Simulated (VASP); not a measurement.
# CaPd3 (I4/mmm) in VASP: single point with PBEsol+D4+U

Aim: the single point of CaPd3 with PBEsol+D4+U.

Program: VASP 6.6.1. These are calculated values, not measurements. Logs are shortened: lines on timing, memory, paths and dates and some standing lists are left out, and cuts for length are marked.

## (1) The cell of the first run

Symmetry: I4/mmm, No. 139, tetragonal system. The conventional cell has a = 4.132 Å, b = 4.132 Å, c = 7.807 Å, α = 90.00°, β = 90.00°, γ = 90.00°. Within 3.7 Å of Ca (site symmetry 4/mmm) lie 12 Pd at 2.84 to 2.92 Å. Within 3.7 Å of Pd (site symmetry -4m2) lie 4 Ca at 2.84 Å and 8 Pd at 2.84 to 2.92 Å. Pd (site symmetry 4/mmm) has 8 Pd at 2.84 Å and 4 Ca at 2.92 Å within 3.7 Å.

## (2) Single point, PBEsol+D4+U

INCAR reads:

```
SYSTEM = CaPd3
PREC     = Accurate       ! precision mode
ENCUT    = 520            ! plane-wave cutoff, eV
EDIFF    = 1E-6           ! SCF threshold, eV
ISMEAR   = -1             ! smearing method
SIGMA    = 0.05           ! smearing width, eV
LREAL    = .False.        ! projectors in reciprocal space
LASPH    = .True.         ! aspherical terms in the spheres
NELM     = 150            ! most SCF steps
ALGO     = Normal         ! electronic algorithm
ISIF     = 2              ! what is computed and relaxed
LWAVE    = .False.        ! write WAVECAR
LCHARG   = .False.        ! write CHGCAR
LMAXMIX  = 4              ! l up to which the mixer works
LDAU     = .True.         ! DFT+U
LDAUTYPE = 2            
LDAUL    = -1 2           ! shell
LDAUU    = 0 7            ! U, eV
LDAUJ    = 0 0          
LDAUPRINT= 1            
GGA      = PS             ! functional
IVDW     = 13             ! dispersion correction
NBANDS   = 28             ! bands
```

KPOINTS reads:

```
Automatic mesh
0
Gamma
  10 10 10
  0 0 0
```

POSCAR reads:

```
CaPd3
1.0
   -2.0661790957      2.0661790957      3.9036074871
    2.0661790957     -2.0661790957      3.9036074871
    2.0661790957      2.0661790957     -3.9036074871
Ca Pd
1 3
Direct
    0.0000000000      0.0000000000      0.0000000000
    0.7500000000      0.2500000000      0.5000000000
    0.2500000000      0.7500000000      0.5000000000
    0.5000000000      0.5000000000      0.0000000000
```

Potentials or basis: VASP PAW PBE potentials, release 64 (Ca_sv, Pd).

On the command line:

```bash
cat potpaw_PBE.64/Ca_sv/POTCAR potpaw_PBE.64/Pd/POTCAR > POTCAR
mpirun -np 1 vasp_std > vasp.out
```

OUTCAR:

```text
SYSTEM = CaPd3
   PREC = Accurate
   ENCUT = 520
   EDIFF = 1E-6
   ISMEAR = -1
   LREAL = .False.
   LASPH = .True.
   NELM = 150
   ISIF = 2
   GGA = PS
   IVDW = 13

 ion  position               nearest neighbor table
   1  0.000  0.000  0.000-   2 2.84   3 2.84   2 2.84   3 2.84   2 2.84   3 2.84   2 2.84   3 2.84
                             4 2.92   4 2.92   4 2.92   4 2.92
   2  0.750  0.250  0.500-   4 2.84   1 2.84   1 2.84   4 2.84   1 2.84   4 2.84   4 2.84   1 2.84
                             3 2.92   3 2.92   3 2.92   3 2.92
   3  0.250  0.750  0.500-   1 2.84   4 2.84   1 2.84   4 2.84   1 2.84   4 2.84   1 2.84   4 2.84
                             2 2.92   2 2.92   2 2.92   2 2.92
   4  0.500  0.500  0.000-   3 2.84   2 2.84   2 2.84   3 2.84   2 2.84   3 2.84   3 2.84   2 2.84
                             1 2.92   1 2.92   1 2.92   1 2.92

  LATTYP: Found a body centered tetragonal cell.
 ALAT       =     4.1323581914
 C/A-ratio  =     1.8892880560

  Lattice vectors:

 A1 = (  -2.0661790957,   2.0661790957,   3.9036074871)
 A2 = (   2.0661790957,  -2.0661790957,   3.9036074871)
 A3 = (   2.0661790957,   2.0661790957,  -3.9036074871)

Analysis of symmetry for initial positions (statically):
=====================================================================
 Subroutine PRICEL returns:
 Original cell was already a primitive cell.

 Routine SETGRP: Setting up the symmetry group for a
 body centered tetragonal supercell.

 Subroutine GETGRP returns: Found 16 space group operations
 (whereof 16 operations were pure point group operations)
 out of a pool of 16 trial point group operations.

The static configuration has the point symmetry D_4h.

Analysis of symmetry for dynamics (positions and initial velocities):
=====================================================================
 Subroutine PRICEL returns:
 Original cell was already a primitive cell.

 Routine SETGRP: Setting up the symmetry group for a
 body centered tetragonal supercell.

 Subroutine GETGRP returns: Found 16 space group operations
[... 140 lines left out ...]
   LEPSILON=     F    determine dielectric tensor
   LRPA    =     F    only Hartree local field effects (RPA)
 non-spin polarized calculation
  energy-cutoff  :      520.00
  volume of cell :       66.66
 maximum number of plane-waves:      1830
   NGX = 19   NGY = 19   NGZ = 19

atom =   2  type =  2  l = 2

 onsite density matrix

spin component  1
[... 83 lines left out ...]
  o =  0.9550  v =  0.0000 -0.0000  0.0000 -0.0000 -1.0000  0.0000  0.0000  0.0000  0.0000  0.0000      0.0000  0.0000  0.0000  0.0000  0.0000  0.0000  0.0000  0.0000  0.0000  0.0000
  o =  0.9550  v =  0.0000  0.0000  0.0000  0.0000  0.0000  0.0000 -0.0000  0.0000 -0.0000 -1.0000      0.0000  0.0000  0.0000  0.0000  0.0000  0.0000  0.0000  0.0000  0.0000  0.0000
  o =  0.9551  v =  0.0000  0.8258 -0.0000  0.5640 -0.0000  0.0000  0.0000  0.0000  0.0000  0.0000      0.0000  0.0000  0.0000  0.0000  0.0000  0.0000  0.0000  0.0000  0.0000  0.0000
  o =  0.9551  v =  0.0000  0.0000  0.0000  0.0000  0.0000  0.0000  0.8258 -0.0000  0.5640 -0.0000      0.0000  0.0000  0.0000  0.0000  0.0000  0.0000  0.0000  0.0000  0.0000  0.0000
  o =  0.9551  v =  0.0000  0.0000  0.0000  0.0000  0.0000  0.0000 -0.5640  0.0000  0.8258 -0.0000      0.0000  0.0000  0.0000  0.0000  0.0000  0.0000  0.0000  0.0000  0.0000  0.0000
  o =  0.9551  v =  0.0000 -0.5640  0.0000  0.8258 -0.0000  0.0000  0.0000  0.0000  0.0000  0.0000      0.0000  0.0000  0.0000  0.0000  0.0000  0.0000  0.0000  0.0000  0.0000  0.0000
  o =  0.9766  v =  0.0000 -0.0000 -1.0000 -0.0000 -0.0000  0.0000  0.0000  0.0000  0.0000  0.0000      0.0000  0.0000  0.0000  0.0000  0.0000  0.0000  0.0000  0.0000  0.0000  0.0000
  o =  0.9766  v =  0.0000  0.0000  0.0000  0.0000  0.0000  0.0000 -0.0000 -1.0000 -0.0000 -0.0000      0.0000  0.0000  0.0000  0.0000  0.0000  0.0000  0.0000  0.0000  0.0000  0.0000
  o =  0.9820  v =  0.0000  0.0000  0.0000  0.0000  0.0000  1.0000  0.0000  0.0000  0.0000  0.0000      0.0000  0.0000  0.0000  0.0000  0.0000  0.0000  0.0000  0.0000  0.0000  0.0000
  o =  0.9820  v =  1.0000  0.0000  0.0000  0.0000  0.0000  0.0000  0.0000  0.0000  0.0000  0.0000      0.0000  0.0000  0.0000  0.0000  0.0000  0.0000  0.0000  0.0000  0.0000  0.0000

 number of electron      40.0000001 magnetization

 Free energy of the ion-electron system (eV)
  ---------------------------------------------------
  ext. energy  EPLUGINS =         0.00000000
  ---------------------------------------------------
  free energy    TOTEN  =       -13.10789344 eV

  energy without entropy =      -13.09847928  energy(sigma->0) =      -13.10318636

 E-fermi :   6.6022     XC(G=0): -12.1089

 val. band max:        6.5785272323   @ k =  -0.4000   0.4000   0.2000
 cond. band min:       6.6106442435   @ k =   0.4000   0.3000   0.1000
 fundamental gap:      0.0321170112
 Fermi energy:         6.6022159794

 k-point     1 :       0.0000    0.0000    0.0000
  band No.  band energies     occupation
      1     -33.1198      2.00000
      2     -14.2801      2.00000
      3     -14.2740      2.00000
      4     -14.2740      2.00000
      5       1.0086      2.00000
      6       1.1329      2.00000
[... 733 lines left out ...]
     27      12.5310      0.00000
     28      13.6332      0.00000

 [... further k-points ...]

------------------------ aborting loop because EDIFF is reached ----------------------------------------

  DFT-D4 for vdW energy calculation

  Edisp (eV):   -0.85748

  FORCE on cell =-STRESS in cart. coord.  units (eV):
  Direction    XX          YY          ZZ          XY          YZ          ZX
  --------------------------------------------------------------------------------------
  -------------------------------------------------------------------------------------
  Total      -4.49062    -4.49062    -4.55244     0.00000     0.00000     0.00000
  in kB    -107.93324  -107.93324  -109.41906     0.00000     0.00000     0.00000
  external pressure =     -108.43 kB  Pullay stress =        0.00 kB

 VOLUME and BASIS-vectors are now :
 -----------------------------------------------------------------------------
  energy-cutoff  :      520.00
  volume of cell :       66.66
      direct lattice vectors                 reciprocal lattice vectors
    -2.066179096  2.066179096  3.903607487     0.000000000  0.241992575  0.128086648
     2.066179096 -2.066179096  3.903607487     0.241992575  0.000000000  0.128086648
     2.066179096  2.066179096 -3.903607487     0.241992575  0.241992575  0.000000000

 POSITION                                       TOTAL-FORCE (eV/Angst)
 -----------------------------------------------------------------------------------
      0.00000      0.00000      0.00000        -0.000000     -0.000000     -0.000000
      0.00000      2.06618      1.95180         0.000000     -0.000000     -0.000000
      2.06618      0.00000      1.95180        -0.000000      0.000000      0.000000
      0.00000      0.00000      3.90361        -0.000000     -0.000000     -0.000000
 -----------------------------------------------------------------------------------
    total drift:                               -0.000000      0.000000      0.000000

  FREE ENERGIE OF THE ION-ELECTRON SYSTEM (eV)
  ---------------------------------------------------
  free  energy   TOTEN  =       -13.9653729747 eV

  energy  without entropy=      -13.9559588115  energy(sigma->0) =      -13.96066589
```

stdout:

```text
POSCAR found type information on POSCAR CaPd
 POSCAR found :  2 types and       4 ions
 scaLAPACK will be used
 -----------------------------------------------------------------------------
|                                                                             |
|                                                                             |
|     You enforced a specific xc type in the INCAR file but a different       |
|     I HOPE YOU KNOW WHAT YOU ARE DOING!                                     |
|                                                                             |
 -----------------------------------------------------------------------------

 LDA part: xc-table for (Slater+PW92), standard interpolation
 POSCAR, INCAR and KPOINTS ok, starting setup
 FFT: planning ... GRIDC
 FFT: planning ... GRID_SOFT
 FFT: planning ... GRID
 WAVECAR not read
 entering main loop
```

It took 4.7 min on 1 thread of Oxide Virtual Turin-like, shared host; peak memory 0.29 GiB.

Results:

- Free energy: -13.9654 eV
- Pressure: -10.8 GPa
- Band gap on the k mesh: zero (band 20 reaches 6.99 eV, above the bottom of band 21 at 5.67 eV)
- Dispersion energy per atom: -0.214 eV

Levels at points of the mesh, in eV from the Fermi level:
```tsv
k point	band 16	band 17	band 18	band 19	band 20	band 21	band 22	band 23	band 24	band 25
(0.00, 0.00, 0.00)	-2.46	-2.44	-2.44	-2.31	-1.39	3.82	4.11	4.11	4.54	5.56
(0.50, 0.00, 0.00)	-2.83	-2.58	-2.41	-1.73	-1.42	-0.13	2.34	3.80	5.13	5.34
(0.50, 0.50, 0.00)	-2.85	-2.59	-2.09	-1.81	-0.03	2.00	2.59	2.74	3.05	4.70
(0.50, 0.50, 0.50)	-1.82	-1.79	-1.79	-1.39	-1.26	-0.93	4.10	4.53	4.53	5.61
```

Eigenvalues of the final occupation matrices:
```
    site  spin  trace               eigenvalues
site 2 d     1   4.83  0.96 0.96 0.97 0.97 0.97
site 2 d     2   4.83  0.96 0.96 0.97 0.97 0.97
site 3 d     1   4.83  0.96 0.96 0.97 0.97 0.97
site 3 d     2   4.83  0.96 0.96 0.97 0.97 0.97
site 4 d     1   4.82  0.95 0.96 0.96 0.98 0.98
site 4 d     2   4.82  0.95 0.96 0.96 0.98 0.98
```

Caveat: the PAW data sets were made with another functional, which shifts forces and pressure a little; U without spin polarisation on a metal has little footing; pairwise dispersion overbinds metals, which lowers pressure and volume; the U is typed as a test and isn't derived for this compound.
